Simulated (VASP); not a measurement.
Runs of VASP 6.6.1 on Li2TaO3. The structure is that of space group P4mm (No. 99), or close to it. The cells are those of the table. 

```csv
task,cell,k mesh,cutoff (eV),gap on the mesh (eV),pressure (GPa),relaxed volume (Å³/atom),largest force (eV/Å)
relaxation of cell and atoms,"relaxed from a = 2.869, b = 2.869, c = 8.903 Å, 6 atoms",14 × 14 × 4,600,none,0.0,12.14,0.01
single point,"a = 2.879, b = 2.879, c = 8.311 Å, 6 atoms",6 × 6 × 2,520,none,-,-,5.36
single point,"a = 2.875, b = 2.875, c = 8.901 Å, 6 atoms",14 × 14 × 4,520,none,-,-,(a)
single point,"a = 2.869, b = 2.869, c = 8.903 Å, 6 atoms",6 × 6 × 2,520,none,-,-,(b)
relaxation of cell and atoms,"relaxed from a = 2.879, b = 2.879, c = 8.311 Å, 6 atoms",6 × 6 × 2,600,none,-0.1,11.99,0.02
```

Alike in all rows: level PBE; potentials or basis VASP PAW PBE potentials, release 64 (Li_sv, Ta_pv, O); no spin polarisation; smearing gaussian 0.1 eV.

Task: Estimate the missing entries.

Result: (a) 0.27; (b) 0.28.

Caveats: some runs use coarse meshes; the cutoff is under 1.25 times the usual one of these potentials, so pressure, stress and relaxed cells hold a basis-set (Pulay) error; spin-orbit coupling is left out, which moves the levels of the heavy elements; an odd number of electrons without spin polarisation forces a metal; a magnetic or distorted state may lie lower.

A k mesh can miss the band edges, and the runs leave out spin-orbit coupling on Ta.

A gap of «none» marks levels without a gap at the run's occupations.
